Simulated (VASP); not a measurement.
Input of a VASP 6.6.1 run:

The input INCAR:

```
PREC = Accurate
ENCUT = 520
EDIFF = 1E-6
ISMEAR = -1
SIGMA = 0.05
LREAL = F
LASPH = T
NELM = 60
ALGO = Normal
ISIF = 2
LWAVE = F
LCHARG = T
GGA = PE
LELF = T
LVHAR = T
NBANDS = 24
```

KPOINTS

```
regular mesh
0
Gamma
  8 8 11
```

POSCAR

```
Sc
1.0
    4.0875178218      0.0000000000      0.0000000000
   -2.0437589109      3.5398942721      0.0000000000
    0.0000000000      0.0000000000      2.2845746027
Sc
3
Direct
    0.0000000000      0.0000000000      0.0000000000
    0.3333333333      0.6666666667      0.5000000000
    0.6666666667      0.3333333333      0.5000000000
```

Potentials or basis: VASP PAW PBE potentials, release 64 (Sc_sv).

Command:

```console
$ cat potpaw_PBE.64/Sc_sv/POTCAR > POTCAR
$ mpirun -np 1 vasp_std > vasp.out
```

(1) What does it give for the pressure?

(2) Predict the band gap on the k mesh.

Results:

(1) 131.5 GPa.

(2) zero (an odd number of electrons rules out a gap without spin polarisation).

Caveat: the cell stands under pressure.
